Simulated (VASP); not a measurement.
# PbS (Fm-3m) in VASP: notebook, part 2 of 2

VASP 6.6.1. The steps go on from the part before.

## (4) Single point, r2SCAN

File POSCAR:

```
PbS
1.0
    0.0000000000      2.9723361800      2.9723361800
    2.9723361800      0.0000000000      2.9723361800
    2.9723361800      2.9723361800      0.0000000000
Pb S
1 1
Direct
    0.0000000000      0.0000000000      0.0000000000
    0.5000000000      0.5000000000      0.5000000000
```

File INCAR.step1:

```
SYSTEM = PbS
PREC = Accurate ; ENCUT = 520
ISMEAR = -4 ; SIGMA = 0.1
LREAL = .False. ; LASPH = .True.
NELM = 60 ; ISYM = 0
NBANDS = 17 ; GGA = PE
ALGO = Normal ; EDIFF = 1E-4
LWAVE = .True. ; LCHARG = .False.
```

File INCAR.step2:

```
SYSTEM = PbS
PREC = Accurate ; ENCUT = 520
EDIFF = 1E-7 ; ISMEAR = -4
SIGMA = 0.1 ; LREAL = .False.
LASPH = .True. ; NELM = 60
ALGO = Normal ; ISIF = 2
LWAVE = .False. ; LCHARG = .True.
METAGGA = R2SCAN ; LMIXTAU = .True.
LELF = .True. ; LVHAR = .True.
ISYM = 0 ; NBANDS = 17
ISTART = 1
```

File KPOINTS:

```
Automatic mesh
0
Gamma
  5 5 5
  0.5 0.5 0.5
```

Potentials or basis: VASP PAW PBE potentials, release 64 (Pb_d, S).

On the command line:

```
cat potpaw_PBE.64/Pb_d/POTCAR potpaw_PBE.64/S/POTCAR > POTCAR
cp INCAR.step1 INCAR
mpirun -np 1 vasp_std > vasp.out
cp INCAR.step2 INCAR
mpirun -np 1 vasp_std > vasp.out
```

OUTCAR:

```text
SYSTEM = PbS
   PREC = Accurate
   ENCUT = 520
   EDIFF = 1E-7
   ISMEAR = -4
   LREAL = .False.
   LASPH = .True.
   NELM = 60
   ISIF = 2
   METAGGA = R2SCAN
   ISYM = 0
   ISTART = 1

 ion  position               nearest neighbor table
   1  0.000  0.000  0.000-   2 2.97   2 2.97   2 2.97   2 2.97   2 2.97   2 2.97
   2  0.500  0.500  0.500-   1 2.97   1 2.97   1 2.97   1 2.97   1 2.97   1 2.97

IMPORTANT INFORMATION: All symmetrisations will be switched off!
NOSYMM: (Re-)initialisation of all symmetry stuff for point group C_1.

----------------------------------------------------------------------------------------

                                     Primitive cell

  volume of cell :      52.5199

  direct lattice vectors                    reciprocal lattice vectors
     0.000000000  2.972336180  2.972336180    -0.168217849  0.168217849  0.168217849
     2.972336180  0.000000000  2.972336180     0.168217849 -0.168217849  0.168217849
     2.972336180  2.972336180  0.000000000     0.168217849  0.168217849 -0.168217849

  length of vectors
     4.203518138  4.203518138  4.203518138     0.291361862  0.291361862  0.291361862

  position of ions in fractional coordinates (direct lattice)
     0.000000000  0.000000000  0.000000000
     0.500000000  0.500000000  0.500000000

  ion indices of the primitive-cell ions
   primitive index   ion index
                 1           1
                 2           2

----------------------------------------------------------------------------------------

 KPOINTS: Automatic mesh

Automatic generation of k-mesh.
 Grid dimensions read from file:
 generate k-points for:    5    5    5

 Generating k-lattice:

  Cartesian coordinates                     Fractional coordinates (reciprocal lattice)
[... 78 lines left out ...]
   EFERMI_NEDOS =   21; number of points for ismear=-14 and -15
   IALGO  =     38    algorithm
   IMIX   =      4    mixing-type and parameters
     AMIX     =   0.40;   BMIX     =  1.00
     AMIX_MAG =   1.60;   BMIX_MAG =  1.00
  volume/ion in A,a.u.               =      26.26       177.21
  Fermi-wavevector in a.u.,A,eV,Ry     =   1.186616  2.242379 19.157789  1.408058
  Thomas-Fermi vector in A             =   2.322785
   LORBIT       =      0    0 simple, 1 ext, 2 COOP (PROOUT), +10 PAW based schemes
   METAGGA = R2SCAN    functional components
   LHFCALC =     F    Hartree Fock is set to
   AEXX    =    0.0000 exact exchange contribution
   IVDW    =     0    specifies the selected vdW correction
   LEPSILON=     F    determine dielectric tensor
   LRPA    =     F    only Hartree local field effects (RPA)
 non-spin polarized calculation
 Fermi weights with tetrahedron method witout Bloechl corrections
  energy-cutoff  :      520.00
  volume of cell :       52.52
 maximum number of plane-waves:      1423
   NGX = 15   NGY = 15   NGZ = 15

 number of electron      19.9999999 magnetization

 Free energy of the ion-electron system (eV)
  ---------------------------------------------------
  ext. energy  EPLUGINS =         0.00000000
  ---------------------------------------------------
  free energy    TOTEN  =       -65.60678839 eV

  energy without entropy =      -65.60678839  energy(sigma->0) =      -65.60678839

 E-fermi :   5.6203     XC(G=0): -10.2210

 val. band max:        5.6129840960   @ k =   0.5000   0.0000   0.0000
 cond. band min:       6.2597251471   @ k =   0.5000   0.5000   0.5000
 fundamental gap:      0.6467410511
 Fermi energy:         5.6203471919

 k-point     1 :       0.1000    0.1000    0.1000
  band No.  band energies     occupation
      1     -11.8256      2.00000
      2     -11.8238      2.00000
      3     -11.8238      2.00000
      4     -11.8111      2.00000
      5     -11.8111      2.00000
      6      -8.4520      2.00000
[... 457 lines left out ...]
      4     -11.7838      2.00000
      5     -11.7830      2.00000
      6      -7.3230      2.00000
[... 9 lines left out ...]
     16      16.3272      0.00000
     17      16.9982      0.00000

 [... further k-points ...]

------------------------ aborting loop because EDIFF is reached ----------------------------------------

  FORCE on cell =-STRESS in cart. coord.  units (eV):
  Direction    XX          YY          ZZ          XY          YZ          ZX
  --------------------------------------------------------------------------------------
  -------------------------------------------------------------------------------------
  Total        0.2968621      0.2968623      0.2968620      0.0000040      0.0000040      0.0000039
  in kB        9.0561059      9.0561123      9.0561045      0.0001228      0.0001205      0.0001188
  external PRESSURE =       9.0561076 kB  Pullay stress =       0.0000000 kB

 VOLUME and BASIS-vectors are now :
 -----------------------------------------------------------------------------
  energy-cutoff  :      520.00
  volume of cell :       52.52
      direct lattice vectors                 reciprocal lattice vectors
     0.000000000  2.972336180  2.972336180    -0.168217849  0.168217849  0.168217849
     2.972336180  0.000000000  2.972336180     0.168217849 -0.168217849  0.168217849
     2.972336180  2.972336180  0.000000000     0.168217849  0.168217849 -0.168217849

 POSITION                                       TOTAL-FORCE (eV/Angst)
 -----------------------------------------------------------------------------------
      0.00000      0.00000      0.00000        -0.000000     -0.000000      0.000000
      2.97234      2.97234      2.97234         0.000000      0.000000     -0.000000
 -----------------------------------------------------------------------------------
    total drift:                                0.000000     -0.000000     -0.000000

  FREE ENERGIE OF THE ION-ELECTRON SYSTEM (eV)
  ---------------------------------------------------
  free  energy   TOTEN  =       -65.6067883887 eV

  energy  without entropy=      -65.6067883887  energy(sigma->0) =      -65.60678839
```

Wall time 14 min (1 thread of Intel Xeon 8259CL, shared host); peak memory 0.35 GiB.

Results:

* Free energy: -65.6068 eV
* Pressure: 0.9 GPa
* Band gap on the k mesh: 0.65 eV, direct

Caveat: the PAW data sets were made with another functional, which shifts forces and pressure a little; spin-orbit coupling is left out, which moves the levels of the heavy elements.

## (5) Single point, r2SCAN+D4

POSCAR is that of step 4.

File INCAR.step1:

```
PREC = Accurate ; ENCUT = 520
ISMEAR = -1 ; SIGMA = 0.1
LREAL = False ; LASPH = True
NELM = 80 ; NBANDS = 17
ISYM = 0 ; GGA = PE
ALGO = Normal ; EDIFF = 1E-4
LWAVE = True ; LCHARG = False
```

File INCAR.step2:

```
PREC = Accurate ; ENCUT = 520
EDIFF = 1E-6 ; ISMEAR = -1
SIGMA = 0.1 ; LREAL = False
LASPH = True ; NELM = 80
ALGO = Normal ; ISIF = 2
LWAVE = False ; LCHARG = False
METAGGA = R2SCAN ; LMIXTAU = True
IVDW = 13 ; VDW_S6 = 1.0
VDW_S8 = 0.6018749 ; VDW_A1 = 0.51559235
VDW_A2 = 5.77342911 ; NBANDS = 17
ISYM = 0 ; ISTART = 1
```

File KPOINTS:

```
regular mesh
0
Gamma
  5 5 5
```

On the command line:

```
cat potpaw_PBE.64/Pb_d/POTCAR potpaw_PBE.64/S/POTCAR > POTCAR
cp INCAR.step1 INCAR
mpirun -np 1 vasp_std > vasp.out
cp INCAR.step2 INCAR
mpirun -np 1 vasp_std > vasp.out
```

Wall time 4 min (1 thread of Intel Xeon 8259CL, shared host); peak memory 0.22 GiB.

The run converged. Its results:

| Quantity | Value |
| --- | --- |
| Free energy | -65.8800 eV |
| Pressure | 0.0 GPa |
| Dispersion energy per atom | -0.131 eV |

Levels at points of the mesh, in eV from the Fermi level:
```csv
k point,band 7,band 8,band 9,band 10,band 11,band 12,band 13,band 14
"(0.00, 0.00, 0.00)",-6.51,-2.70,-2.70,-2.70,5.14,5.14,5.14,6.76
```

Caveat: this odd mesh misses L, where the gap lies, so gap, dielectric constants and Born charges aren't listed; the PAW data sets were made with another functional, which shifts forces and pressure a little; spin-orbit coupling is left out, which moves the levels of the heavy elements.

## (6) The runs side by side

```csv
level,k mesh,smearing,pressure (GPa)
r2SCAN,7 × 7 × 7,fermi-dirac 0.1 eV,0.8
r2SCAN,5 × 5 × 5,fermi-dirac 0.1 eV,0.7
r2SCAN,"5 × 5 × 5, shifted",tetrahedron,0.9
r2SCAN+D4,5 × 5 × 5,fermi-dirac 0.1 eV,0.0
```

Alike in all rows: task single point; potentials or basis VASP PAW PBE potentials, release 64 (Pb_d, S); no spin polarisation; cell as given; cutoff (eV) 520.

The pressure there spans 0.0 GPa (r2SCAN+D4) to 0.9 GPa (r2SCAN); a positive pressure means that this level wants a larger cell, a negative one a smaller.

Caveats: the PAW data sets were made with another functional, which shifts forces and pressure a little; spin-orbit coupling is left out, which moves the levels of the heavy elements.

Total energies depend on the potentials used, so only differences within one code and one set of settings carry meaning.
